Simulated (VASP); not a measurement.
Wanted: the native input for a VASP 6.6.1 run.

```yaml
Task: single point
Functional: LDA
Potentials_or_basis: VASP PAW LDA potentials, release 64 (Ge_d)
Cutoff: 520 eV
k_mesh: 14 × 14 × 14
Occupations: gaussian, width 0.15 eV
Spin: no spin polarisation
Dipole_correction: no
Further_INCAR_settings: ALGO = Normal; EDIFF = 1e-06; NBANDS = 21
```

The structure of Ge lies in POSCAR:

```
Ge
1.0
    0.0000000000      2.8107124513      2.8107124513
    2.8107124513      0.0000000000      2.8107124513
    2.8107124513      2.8107124513      0.0000000000
Ge
2
Direct
    0.5145870489      0.4854129511      0.4854129511
    0.7354129511      0.7645870489      0.7645870489
```

This cell differs from its parent crystal: mode 4 frozen in at -0.082 Å and mode 5 at +0.000 Å (largest displacements).

These files were run (other wordings do the same):

INCAR

```
PREC     = Accurate       # precision mode
ENCUT    = 520            # plane-wave cutoff, eV
EDIFF    = 1E-6           # SCF threshold, eV
ISMEAR   = 0              # smearing method
SIGMA    = 0.15           # smearing width, eV
LREAL    = F              # projectors in reciprocal space
LASPH    = T              # aspherical terms in the spheres
NELM     = 80             # most SCF steps
ALGO     = Normal         # electronic algorithm
ISIF     = 2              # what is computed and relaxed
LWAVE    = F              # write WAVECAR
LCHARG   = T              # write CHGCAR
GGA      = CA             # functional
LELF     = T              # ELF
LVHAR    = T            
NBANDS   = 21             # bands
```

KPOINTS

```
regular mesh
0
Gamma
  14 14 14
```

Potentials or basis: VASP PAW LDA potentials, release 64 (Ge_d).

Run with:

```bash
$ cat potpaw_LDA.64/Ge_d/POTCAR > POTCAR
$ mpirun -np 1 vasp_std > vasp.out
```

Results of the run:

```json
{
  "Pressure": "1.1 GPa",
  "Largest force": "1.800 eV/Å",
  "Band gap on the k mesh": "zero (band 14 reaches 5.52 eV, above the bottom of band 15 at 4.78 eV)"
}
```

Caveat: the cell differs from its parent crystal (mode 4 frozen in at -0.082 Å and mode 5 at +0.000 Å (largest displacements)); forces of over 1 eV/Å act on the atoms, so gaps and moduli don't describe the material at rest.

It took 11 min on 1 thread of AMD EPYC 7R13 Processor (Zen 3), on a shared host, peak memory 0.36 GiB.
